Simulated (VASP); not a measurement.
Wanted: the native input for a VASP 6.6.1 run.

```yaml
Task: single point
Functional: PBE
Potentials_or_basis: VASP PAW PBE potentials, release 64 (Be, S)
Cutoff: 520 eV
k_mesh: 14 × 14 × 14
Occupations: fermi-dirac, width 0.08 eV
Spin: no spin polarisation
Dipole_correction: no
Further_INCAR_settings: ALGO = Normal; EDIFF = 1e-07; NBANDS = 11
```

The structure of BeS (zincblende type) lies in POSCAR:

```
BeS
1.0
    0.0000000000      2.4652417120      2.4652417120
    2.4652417120      0.0000000000      2.4652417120
    2.4652417120      2.4652417120      0.0000000000
Be S
1 1
Direct
    0.0000000000      0.0000000000      0.0000000000
    0.2500000000      0.2500000000      0.2500000000
```

One way to write it, as run:

INCAR

```
SYSTEM = BeS
PREC = Accurate ; ENCUT = 520
EDIFF = 1E-7 ; ISMEAR = -1
SIGMA = 0.08 ; LREAL = .FALSE.
LASPH = .TRUE. ; NELM = 80
ALGO = Normal ; ISIF = 2
LWAVE = .FALSE. ; LCHARG = .FALSE.
GGA = PE ; NBANDS = 11
```

KPOINTS

```
Automatic mesh
0
G
  14 14 14
  0 0 0
```

Potentials or basis: VASP PAW PBE potentials, release 64 (Be, S).

Launch:

```sh
$ cat potpaw_PBE.64/Be/POTCAR potpaw_PBE.64/S/POTCAR > POTCAR
$ mpirun -np 1 vasp_std > vasp.out
```

Results of the run:

The pressure is -2.9 GPa. The band gap on the k mesh is 3.22 eV (least direct gap 5.48 eV).

Wall time 56 s on 1 thread of Intel Xeon 8259CL, with other jobs on the host, peak memory 0.17 GiB.
